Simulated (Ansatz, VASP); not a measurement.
Two plane-wave programs on Co2Si

```xyz
3
Lattice="-1.3644 1.3644 4.3328 1.3644 -1.3644 4.3328 1.3644 1.3644 -4.3328" Properties=species:S:1:pos:R:3 pbc="T T T"
Co    0.0000    0.0000    3.0020
Co    0.0000    0.0000    5.6635
Si    0.0000    0.0000    0.0000
```

Alike in both runs: functional PBE; k mesh 9 × 9 × 9; occupations gaussian, width 0.2 eV; collinear spin.

Ansatz relaxed the structure, and its values are those at the end. VASP's run is a single point on that final structure, the one shown.

|  | VASP | Ansatz |
| --- | --- | --- |
| version | VASP 6.6.1 | Ansatz 0.2.0 |
| potentials or method | VASP PAW PBE potentials, release 64 (Co, Si), cutoff 520 eV | scalar-relativistic, plane waves, PAW |
| valence electrons in the cell | 22 | 38 |

```tsv
	VASP	Ansatz	Ansatz less VASP
gap on the k mesh at the Fermi level (eV)	none	none	-
pressure (GPa)	0.0	0.0	+0.03
rms of the force components (eV/Å)	0.021	0.005	-0.0154
net moment per atom (μB)	0.50	0.51	+0.009
size of the moment on the site where the two differ most (μB)	0.80	0.82	+0.028
```

Site moments also hang on the region over which each program counts them. A gap of «none» marks a metal or a gap that the smearing closes. VASP's potentials hold 22 valence electrons a cell and Ansatz's 38, so a difference there can come from the potentials and not from the codes.

The k mesh is coarse, so the values compare programs but aren't converged.
